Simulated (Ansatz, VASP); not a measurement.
Two plane-wave programs on Pb

Contents of INCAR:

```
SYSTEM = Pb
PREC = Accurate
ENCUT = 520
EDIFF = 1E-6
ISMEAR = 0
SIGMA = 0.15
LREAL = .FALSE.
LASPH = .TRUE.
NELM = 80
ALGO = Fast
ISIF = 2
LWAVE = .FALSE.
LCHARG = .FALSE.
GGA = PS
NBANDS = 13
```

File KPOINTS:

```
Automatic mesh
0
G
  18 18 18
  0 0 0
```

POSCAR

```
Pb
1.0
    0.3098894379      2.6340602220      2.6340602220
    2.6340602220      0.3098894379      2.6340602220
    2.6340602220      2.6340602220      0.3098894379
Pb
1
Direct
    0.0000000000      0.0000000000      0.0000000000
```

Input for Ansatz:

```yaml
crystal:
  lattice:
    - [0.3098894379, 2.634060222, 2.634060222]
    - [2.634060222, 0.3098894379, 2.634060222]
    - [2.634060222, 2.634060222, 0.3098894379]
  atoms:
    - { symbol: Pb, position: [0.0, 0.0, 0.0] }
basis:
  ecutwfc: 420
kpoints:
  mp_grid: { grid: [18, 18, 18] }
hamiltonian:
  xc: pbesol
scf:
  occupations: { method: gaussian, width: 0.15 }
output:
  forces: true
  stress: true
  eigenvalues: true
  write_density: true
  write_potential: true
  elf: true
  volumetric_format: npy
```

Alike in both runs: task single point; functional PBEsol; k mesh 18 × 18 × 18; occupations gaussian, width 0.15 eV; no spin polarisation.

|  | VASP | Ansatz |
| --- | --- | --- |
| version | VASP 6.6.1 | Ansatz 0.2.0 |
| potentials or method | VASP PAW PBE potentials, release 64 (Pb_d), cutoff 520 eV | scalar-relativistic, plane waves, PAW |
| valence electrons in the cell | 14 | 14 |

VASP gave:

| Property | Result |
| --- | --- |
| gap on the k mesh at the Fermi level (eV) | none |
| pressure (GPa) | 1.4 |
| traceless stress, the component that is largest in VASP (GPa) | -2.76 |

Task: What did Ansatz give for the same quantities?

Result: gap on the k mesh at the Fermi level (eV): none; pressure (GPa): 1.5; traceless stress, the component that is largest in VASP (GPa): -2.76.

VASP's potentials were made for PBE, not for PBEsol. A gap of «none» marks a metal or a gap that the smearing closes.

Neither program's run includes spin-orbit coupling.
